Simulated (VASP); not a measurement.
Write the native input for VASP 6.6.1 that does the following.

- Task: single point
- Functional: PBE
- Potentials or basis: VASP PAW PBE potentials, release 64 (Si, C)
- Cutoff: 520 eV
- k mesh: 6 × 6 × 2
- Occupations: gaussian, width 0.1 eV
- Spin: no spin polarisation
- Dipole correction: no
- Further INCAR settings: ALGO = Normal; EDIFF = 1e-06; NBANDS = 16

The structure of SiC3 lies in POSCAR:

```
SiC3
1.0
    2.7493746200      0.0000000000      0.0000000000
   -1.3746873100      2.3810282600      0.0000000000
    0.0000000000      0.0000000000      8.1936479900
Si C
1 3
Direct
    0.6666666700      0.3333333300      0.5000000000
    0.3333333300      0.6666666700      0.0000000000
    0.3333333300      0.6666666700      0.5000000000
    0.6666666700      0.3333333300      0.0000000000
```

The input as run:

INCAR

```
SYSTEM = SiC3
  ALGO = Normal
  EDIFF = 1E-6
  ENCUT = 520
  GGA = PE
  ISIF = 2
  ISMEAR = 0
  LASPH = .TRUE.
  LCHARG = .FALSE.
  LREAL = .FALSE.
  LWAVE = .FALSE.
  NBANDS = 16
  NELM = 80
  PREC = Accurate
  SIGMA = 0.1
```

KPOINTS

```
k-points
0
G
  6 6 2
  0 0 0
```

Potentials or basis: VASP PAW PBE potentials, release 64 (Si, C).

Launch:

```console
$ cat potpaw_PBE.64/Si/POTCAR potpaw_PBE.64/C/POTCAR > POTCAR
$ mpirun -np 1 vasp_std > vasp.out
```

Results of the run:

```json
{
  "Pressure": "16.6 GPa"
}
```

Caveat: the k points lie up to 0.44 Å⁻¹ apart.

Wall time 6.8 s on 1 thread of Intel(R) Xeon(R) 6975P-C (Granite Rapids) (shared host), peak memory 0.16 GiB.
